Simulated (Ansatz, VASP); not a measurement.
## O in VASP and in Ansatz

```
CELL_PARAMETERS angstrom
10.00000 0.00000 0.00000
0.00000 10.50000 0.00000
0.00000 0.00000 11.00000
ATOMIC_POSITIONS crystal
O 0.50000 0.50000 0.44496
O 0.50000 0.50000 0.55504
```

Alike in both runs: functional PBEsol; k mesh 1 × 1 × 1; occupations gaussian, width 0.01 eV; collinear spin.

Ansatz relaxed the structure, and its values are those at the end. VASP's run is a single point on that final structure, the one shown.

|  | VASP | Ansatz |
| --- | --- | --- |
| version | VASP 6.6.1 | Ansatz 0.2.0 |
| potentials or method | VASP PAW PBE potentials, release 64 (O_h), cutoff 910 eV | scalar-relativistic, plane waves, PAW |
| valence electrons in the cell | 12 | 12 |

|  | VASP | Ansatz | Ansatz less VASP |
| --- | --- | --- | --- |
| gap on the k mesh at the Fermi level (eV) | 2.27 | 2.24 | -0.027 |
| rms of the force components (eV/Å) | 0.081 | 0.000 | -0.0808 |
| net moment per atom (μB) | 1.00 | 1.00 | 0.000 |
| size of the moment on the site where the two differ most (μB) | 0.62 | 0.56 | -0.063 |

VASP's potentials were made for PBE, not for PBEsol, and Ansatz warns of the same on its side. Site moments also hang on the region over which each program counts them. Ansatz's warnings: stress scf threshold loose.

Noted on VASP's run: the cutoff is short for stress, so the pressure is rough.
